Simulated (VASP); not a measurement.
A run of VASP 6.6.1 is set up as follows.

File INCAR:

```
PREC = Accurate
ENCUT = 520
EDIFF = 1E-6
ISMEAR = 0
SIGMA = 0.2
LREAL = F
LASPH = T
NELM = 100
ALGO = Normal
ISIF = 2
LWAVE = F
LCHARG = F
GGA = PE
NBANDS = 30
```

The input KPOINTS:

```
Automatic mesh
0
Gamma
  3 3 3
```

The input POSCAR:

```
CaAlBrCl3
1.0
    2.6731121837     -6.1841979695      0.0000000000
    2.6731121837      6.1841979695      0.0000000000
    0.0000000000      0.0000000000      8.5713964480
Ca Al Br Cl
1 1 1 3
Direct
    0.5000000000      0.5000000000      0.5000000000
    0.5000000000      0.5000000000      0.0000000000
    0.0000000000      0.0000000000      0.0000000000
    0.0000000000      0.0000000000      0.5000000000
    0.2812500463      0.7187499537      0.5000000000
    0.7187499537      0.2812500463      0.5000000000
```

Potentials or basis: VASP PAW PBE potentials, release 64 (Ca_sv, Al, Br, Cl).

Launch:

```sh
$ cat potpaw_PBE.64/Ca_sv/POTCAR potpaw_PBE.64/Al/POTCAR potpaw_PBE.64/Br/POTCAR potpaw_PBE.64/Cl/POTCAR > POTCAR
$ mpirun -np 1 vasp_std > vasp.out
```

Problem. Estimate the pressure.

Solution. 0.0 GPa.

Stress tensor (GPa, compression positive):
```
-0.08  0.00  0.00
 0.00 -0.21  0.00
 0.00  0.00  0.31
```

Caveat: the k points lie up to 0.43 Å⁻¹ apart; an odd number of electrons without spin polarisation forces a metal; a magnetic or distorted state may lie lower.
